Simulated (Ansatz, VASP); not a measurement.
## Two plane-wave programs on W

```
CELL_PARAMETERS angstrom
2.75154 0.00000 0.00000
-1.37577 2.38291 0.00000
0.00000 0.00000 4.89390
ATOMIC_POSITIONS crystal
W 0.33333 0.66667 0.25000
W 0.66667 0.33333 0.75000
```

Alike in both runs: functional PBEsol; k mesh 24 × 24 × 12; occupations gaussian, width 0.1 eV; no spin polarisation.

Ansatz relaxed the structure, and its values are those at the end. VASP's run is a single point on that final structure, the one shown.

|  | VASP | Ansatz |
| --- | --- | --- |
| version | VASP 6.6.1 | Ansatz 0.2.0 |
| potentials or method | VASP PAW PBE potentials, release 64 (W_sv), cutoff 520 eV | scalar-relativistic, plane waves, PAW |
| valence electrons in the cell | 28 | 28 |

```tsv
	VASP	Ansatz	Ansatz less VASP
gap on the k mesh at the Fermi level (eV)	none	none	-
pressure (GPa)	0.6	0.0	-0.65
```

VASP's potentials were made for PBE, not for PBEsol. A gap of «none» marks a metal or a gap that the smearing closes.

Spin-orbit coupling is off throughout.
